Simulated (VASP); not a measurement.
A run of VASP 6.6.1 is set up as follows.

File INCAR:

```
PREC = Accurate
ENCUT = 500
EDIFF = 1E-6
ISMEAR = 0
SIGMA = 0.15
LREAL = False
LASPH = True
NELM = 120
ALGO = Normal
ISIF = 2
LWAVE = False
LCHARG = True
GGA = PS
LELF = True
LVHAR = True
NBANDS = 12
GGA_COMPAT = False
```

File KPOINTS:

```
regular mesh
0
Gamma
  20 20 20
```

The input POSCAR:

```
Nb
1.0
    0.0000000000      2.1150000000      2.1150000000
    2.3265000000      0.0000000000      2.1150000000
    2.3265000000      2.1150000000      0.0000000000
Nb
1
Direct
    0.0000000000      0.0000000000      0.0000000000
```

Potentials or basis: VASP PAW PBE potentials, release 64 (Nb_sv).

Command:

```console
$ cat potpaw_PBE.64/Nb_sv/POTCAR > POTCAR
$ mpirun -np 1 vasp_std > vasp.out
```

Task: Estimate the pressure.

Result: -19.8 GPa.

Task: Estimate the band gap on the k mesh.

Result: Zero (an odd number of electrons rules out a gap without spin polarisation).

Stress tensor (GPa, compression positive):
```
-12.59   0.00   0.00
  0.00 -23.44   0.00
  0.00   0.00 -23.44
```

Caveat: the cell differs from its parent crystal (strain +0.1000 x Voigt [1, 0, 0, 0, 0, 0]); the cell stands under tension; the PAW data sets were made with another functional, which shifts forces and pressure a little.
